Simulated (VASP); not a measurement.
A run of VASP 6.6.1:

The input INCAR:

```
ALGO     = Normal         # electronic algorithm
EDIFF    = 1E-6           # SCF threshold, eV
EDIFFG   = -0.01          # ionic threshold
ENCUT    = 600            # plane-wave cutoff, eV
GGA      = PS             # functional
IBRION   = 2              # ionic algorithm
ISIF     = 3              # what is computed and relaxed
ISMEAR   = 0              # smearing method
LASPH    = True           # aspherical terms in the spheres
LCHARG   = False          # write CHGCAR
LREAL    = False          # projectors in reciprocal space
LWAVE    = False          # write WAVECAR
NELM     = 80             # most SCF steps
NSW      = 90             # ionic steps
PREC     = Accurate       # precision mode
SIGMA    = 0.03           # smearing width, eV
```

File KPOINTS:

```
k-points
0
Gamma
  7 7 7
```

The input POSCAR:

```
Bi2Te3
1.0
    2.1930000000      1.2661291403     10.1656666667
   -2.1930000000      1.2661291403     10.1656666667
    0.0000000000     -2.5322582807     10.1656666667
Bi Te
2 3
Direct
    0.4000000000      0.4000000000      0.4000000000
    0.6000000000      0.6000000000      0.6000000000
    0.0000000000      0.0000000000      0.0000000000
    0.2095000000      0.2095000000      0.2095000000
    0.7905000000      0.7905000000      0.7905000000
```

Potentials or basis: VASP PAW PBE potentials, release 64 (Bi_d, Te).

The run is started by

```bash
$ cat potpaw_PBE.64/Bi_d/POTCAR potpaw_PBE.64/Te/POTCAR > POTCAR
$ mpirun -np 1 vasp_std > vasp.out
```

Hardware: 1 thread of Intel(R) Xeon(R) Platinum 8488C (Sapphire Rapids), with other jobs on the host.

Task: Estimate the wall time of this run.

Result: It took 89 min on 1 thread of Intel(R) Xeon(R) Platinum 8488C (Sapphire Rapids), with other jobs on the host, peak memory 1.2 GiB. Counts: scf iterations 40, k points 44, ion steps 5.
